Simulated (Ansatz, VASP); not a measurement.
**One calculation of Al3BAs4, two programs**

INCAR

```
SYSTEM = Al3BAs4
PREC = Accurate ; ENCUT = 520
EDIFF = 1E-6 ; ISMEAR = 0
SIGMA = 0.1 ; LREAL = .False.
LASPH = .True. ; NELM = 80
ALGO = Normal ; ISIF = 2
LWAVE = .False. ; LCHARG = .False.
GGA = PE ; NBANDS = 26
```

The input KPOINTS:

```
Automatic mesh
0
Gamma
  4 4 4
  0 0 0
```

File POSCAR:

```
Al3BAs4
1.0
    5.3139735700      0.0000000000      0.0000000000
    0.0000000000      5.3139735700      0.0000000000
    0.0000000000      0.0000000000      5.3139735700
Al B As
3 1 4
Direct
    0.5000000000      0.0000000000      0.5000000000
    0.5000000000      0.5000000000      0.0000000000
    0.0000000000      0.5000000000      0.5000000000
    0.0000000000      0.0000000000      0.0000000000
    0.2500000000      0.7500000000      0.7500000000
    0.2500000000      0.2500000000      0.2500000000
    0.7500000000      0.7500000000      0.2500000000
    0.7500000000      0.2500000000      0.7500000000
```

Input for Ansatz:

```yaml
crystal:
  lattice:
    - [5.31397357, 0.0, 0.0]
    - [0.0, 5.31397357, 0.0]
    - [0.0, 0.0, 5.31397357]
  atoms:
    - { symbol: Al, position: [0.5, 0.0, 0.5] }
    - { symbol: Al, position: [0.5, 0.5, 0.0] }
    - { symbol: Al, position: [0.0, 0.5, 0.5] }
    - { symbol: B, position: [0.0, 0.0, 0.0] }
    - { symbol: As, position: [0.25, 0.75, 0.75] }
    - { symbol: As, position: [0.25, 0.25, 0.25] }
    - { symbol: As, position: [0.75, 0.75, 0.25] }
    - { symbol: As, position: [0.75, 0.25, 0.75] }
basis:
  ecutwfc: 420
kpoints:
  mp_grid: { grid: [4, 4, 4] }
hamiltonian:
  xc: pbe
scf:
  occupations: { method: gaussian, width: 0.1 }
  lower_state_search: "off"
output:
  forces: true
  stress: true
  eigenvalues: true
```

Alike in both runs: task single point; functional PBE; k mesh 4 × 4 × 4; occupations gaussian, width 0.1 eV; no spin polarisation.

```csv
,VASP,Ansatz
version,VASP 6.6.1,Ansatz 0.2.0
potentials or method,"VASP PAW PBE potentials, release 64 (Al, B, As), cutoff 520 eV","scalar-relativistic, plane waves, PAW"
valence electrons in the cell,32,72
```

|  | VASP | Ansatz | Ansatz less VASP |
| --- | --- | --- | --- |
| gap on the k mesh at the Fermi level (eV) | 0.76 | 0.77 | +0.007 |
| least direct gap on the mesh (eV) | 0.76 | 0.77 | +0.007 |
| pressure (GPa) | 14.0 | 13.6 | -0.34 |

The functional is the same, so the differences come from potentials, cutoffs and numerics. VASP's potentials hold 32 valence electrons a cell and Ansatz's 72, so a difference there can come from the potentials and not from the codes.
